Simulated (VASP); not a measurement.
Set up this calculation in VASP 6.6.1, as the native input.

| Quantity | Value |
| --- | --- |
| Task | relaxation of cell and atoms |
| Functional | PBE |
| Potentials or basis | VASP PAW PBE potentials, release 64 (In_d, As) |
| Cutoff | 600 eV |
| k mesh | 13 × 13 × 13 |
| Occupations | fermi-dirac, width 0.1 eV |
| Spin | no spin polarisation |
| Target pressure | 13 GPa |
| Dipole correction | no |
| Further INCAR settings | ALGO = Normal; EDIFF = 1e-07; IBRION = 2; EDIFFG = -0.005; NSW = 32; ISIF = 3 |

The structure of InAs (rocksalt type) lies in POSCAR:

```
InAs
1.0
    0.0000000000      2.7366997543      2.7366997543
    2.7366997543      0.0000000000      2.7366997543
    2.7366997543      2.7366997543      0.0000000000
In As
1 1
Direct
    0.0000000000      0.0000000000      0.0000000000
    0.5000000000      0.5000000000      0.5000000000
```

One way to write it, as run:

INCAR

```
SYSTEM = InAs
PREC = Accurate ; ENCUT = 600
EDIFF = 1E-7 ; ISMEAR = -1
SIGMA = 0.1 ; LREAL = .FALSE.
LASPH = .TRUE. ; NELM = 60
ALGO = Normal ; ISIF = 3
LWAVE = .FALSE. ; LCHARG = .FALSE.
GGA = PE ; IBRION = 2
NSW = 32 ; EDIFFG = -0.005
PSTRESS = 130.0
```

KPOINTS

```
regular mesh
0
G
  13 13 13
  0 0 0
```

Potentials or basis: VASP PAW PBE potentials, release 64 (In_d, As).

The run is started by

```sh
$ cat potpaw_PBE.64/In_d/POTCAR potpaw_PBE.64/As/POTCAR > POTCAR
$ mpirun -np 1 vasp_std > vasp.out
```

It gave:

```json
{"Relaxed volume": "20.53 Å³/atom", "Relaxed cell": "a = 3.872 Å, b = 3.872 Å, c = 3.872 Å, α = 60.00°, β = 60.00°, γ = 60.00°", "Space group after relaxing (to 0.05 Å)": "Fm-3m (No. 225)", "Energy change on relaxing (the enthalpy is what falls)": "-2.5 meV/atom", "Ionic steps": "3", "Pressure after relaxing": "13.0 GPa", "Band gap on the k mesh": "zero (band 9 reaches 8.12 eV, above the bottom of band 10 at 4.99 eV)"}
```

Caveat: the cell is relaxed towards a set pressure, so the enthalpy falls and the energy may rise; spin-orbit coupling is left out, which moves the levels of the heavy elements.

Wall time 3.4 min on 1 thread of AMD EPYC 7571, on a shared host, peak memory 0.19 GiB.
